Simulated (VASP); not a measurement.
## GaN: vibrations by perturbation theory with PBE

GaN:

```xyz
2
Lattice="0.0000 2.1337 2.1337 2.1337 0.0000 2.1337 2.1337 2.1337 0.0000" Properties=species:S:1:pos:R:3 pbc="T T T"
Ga    0.0000    0.0000    0.0000
N     3.2006    3.2006    3.2006
```

| Item | Value |
| --- | --- |
| Program | VASP 6.6.1 |
| Task | vibrations by perturbation theory |
| Functional | PBE |
| Potentials or basis | VASP PAW PBE potentials, release 64 (Ga_d, N) |
| Cutoff | 520 eV |
| k mesh | 10 × 10 × 10 |
| Occupations | gaussian, width 0.01 eV |
| Spin | no spin polarisation |
| Dipole correction | no |
| Further INCAR settings | ALGO = Normal; EDIFF = 1e-08; IBRION = 8; NSW = 1 |

* Electronic dielectric tensor (diagonal): 5.19
* Born charges (mean of the diagonal): Ga +2.58; N -2.58 e
* Highest phonon frequency at Γ, LO-TO splitting left out: 674 cm⁻¹

Phonon frequencies in cm⁻¹ (negative: imaginary):
```tsv
q point	frequencies
(0.000, 0.000, 0.000)	0 0 0 674 674 674
```

Electronic dielectric tensor:
```
5.19 0.00 0.00
0.00 5.19 0.00
0.00 0.00 5.19
```

Born effective charge tensors (e):
atom 1, Ga
```
2.58 0.00 0.00
0.00 2.58 0.00
0.00 0.00 2.58
```
atom 2, N
```
-2.58  0.00  0.00
 0.00 -2.58  0.00
 0.00  0.00 -2.58
```

Run time: 3.6 min on 1 thread of Intel(R) Xeon(R) Platinum 8375C CPU @ 2.90GHz (Ice Lake), with other jobs on the host, peak memory 0.24 GiB.

Caveat: the cell wasn't relaxed at this level first, which shifts response properties.
